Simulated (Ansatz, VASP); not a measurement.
YSe2: VASP beside Ansatz

INCAR

```
SYSTEM = YSe2
PREC     = Accurate       ! precision mode
ENCUT    = 520            ! plane-wave cutoff, eV
EDIFF    = 1E-6           ! SCF threshold, eV
ISMEAR   = 0              ! smearing method
SIGMA    = 0.05           ! smearing width, eV
LREAL    = .FALSE.        ! projectors in reciprocal space
LASPH    = .TRUE.         ! aspherical terms in the spheres
NELM     = 100            ! most SCF steps
ALGO     = Normal         ! electronic algorithm
ISIF     = 2              ! what is computed and relaxed
LWAVE    = .FALSE.        ! write WAVECAR
LCHARG   = .FALSE.        ! write CHGCAR
GGA      = PE             ! functional
NBANDS   = 18             ! bands
```

Contents of KPOINTS:

```
Automatic mesh
0
G
  8 8 8
  0 0 0
```

Contents of POSCAR:

```
YSe2
1.0
    0.0000000000      3.4294106005      3.4294106005
    3.4294106005      0.0000000000      3.4294106005
    3.4294106005      3.4294106005      0.0000000000
Y Se
1 2
Direct
    0.0000000000      0.0000000000      0.0000000000
    0.2500000000      0.2500000000      0.2500000000
    0.7500000000      0.7500000000      0.7500000000
```

Input for Ansatz:

```yaml
crystal:
  lattice:
    - [0.0, 3.4294106005, 3.4294106005]
    - [3.4294106005, 0.0, 3.4294106005]
    - [3.4294106005, 3.4294106005, 0.0]
  atoms:
    - { symbol: "Y", position: [0.0, 0.0, 0.0] }
    - { symbol: Se, position: [0.25, 0.25, 0.25] }
    - { symbol: Se, position: [0.75, 0.75, 0.75] }
basis:
  ecutwfc: 420
  ecutrho_ratio: 4
kpoints:
  mp_grid: { grid: [8, 8, 8] }
hamiltonian:
  xc: pbe
scf:
  occupations: { method: gaussian, width: 0.05 }
output:
  forces: true
  stress: true
  eigenvalues: true
```

Alike in both runs: task single point; functional PBE; k mesh 8 × 8 × 8; occupations gaussian, width 0.05 eV; no spin polarisation.

```csv
,VASP,Ansatz
version,VASP 6.6.1,Ansatz 0.2.0
potentials or method,"VASP PAW PBE potentials, release 64 (Y_sv, Se), cutoff 520 eV","scalar-relativistic, plane waves, PAW"
valence electrons in the cell,23,43
```

|  | VASP | Ansatz | Ansatz less VASP |
| --- | --- | --- | --- |
| gap on the k mesh at the Fermi level (eV) | none | none | - |
| pressure (GPa) | 0.0 | 0.0 | -0.02 |

A gap of «none» marks a metal or a gap that the smearing closes. With one functional, cell and mesh, what is left measures potentials, basis and numerics. VASP's potentials hold 23 valence electrons a cell and Ansatz's 43, so a difference there can come from the potentials and not from the codes.
